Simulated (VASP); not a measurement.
## MgO: single point with PBE

Crystal: MgO.

```
CELL_PARAMETERS angstrom
3.30779 0.00000 0.00000
-1.65389 2.86463 0.00000
0.00000 0.00000 4.98288
ATOMIC_POSITIONS crystal
Mg 0.33333 0.66667 0.00216
Mg 0.66667 0.33333 0.50216
O 0.25074 0.60620 0.36768
O 0.58407 0.27287 0.86768
```

This cell differs from its parent crystal: all O atoms moved -0.300 Å, as atom 3 along Cartesian [1 1 1].

| Quantity | Value |
| --- | --- |
| Program | VASP 6.6.1 |
| Task | single point |
| Functional | PBE |
| Potentials or basis | VASP PAW PBE potentials, release 64 (Mg, O) |
| Cutoff | 520 eV |
| k mesh | 9 × 9 × 6 |
| Occupations | gaussian, width 0.05 eV |
| Spin | no spin polarisation |
| Dipole correction | no |
| Further INCAR settings | ALGO = Normal; EDIFF = 1e-06; NBANDS = 16 |

```
Pressure               : 10.4 GPa
Largest force          : 2.720 eV/Å
Band gap on the k mesh : 3.47 eV
```

Forces on the atoms (eV/Å):
```
Mg  -0.455 -1.256 -1.336
Mg  -2.111 -1.288 -1.131
O    2.100  1.289  1.124
O    0.466  1.255  1.343
```

Stress tensor (GPa, compression positive):
```
 4.29  2.33 -6.61
 2.33  3.73 -6.56
-6.61 -6.56 23.15
```

Levels at points of the mesh, in eV from the valence-band top:
| k point | band 4 | band 5 | band 6 | band 7 | band 8 | band 9 | band 10 | band 11 | band 12 | band 13 |
| --- | --- | --- | --- | --- | --- | --- | --- | --- | --- | --- |
| (0.00, 0.00, 0.00) | -0.69 | -0.66 | -0.32 | -0.20 | 0.00 | 3.47 | 8.21 | 10.22 | 14.06 | 14.15 |
| (0.00, 0.00, 0.50) | -2.01 | -0.64 | -0.60 | -0.25 | -0.21 | 5.83 | 5.84 | 13.09 | 13.13 | 14.40 |

Run time: 92 s on 1 thread of Intel(R) Xeon(R) Platinum 8488C (Sapphire Rapids) (shared host), peak memory 0.3 GiB.

Caveat: the cell differs from its parent crystal (all O atoms moved -0.300 Å, as atom 3 along Cartesian [1 1 1]); the stress differs along the axes, from 4 to 23 GPa; forces of over 1 eV/Å act on the atoms, so gaps and moduli don't describe the material at rest. A k mesh can miss the band edges.
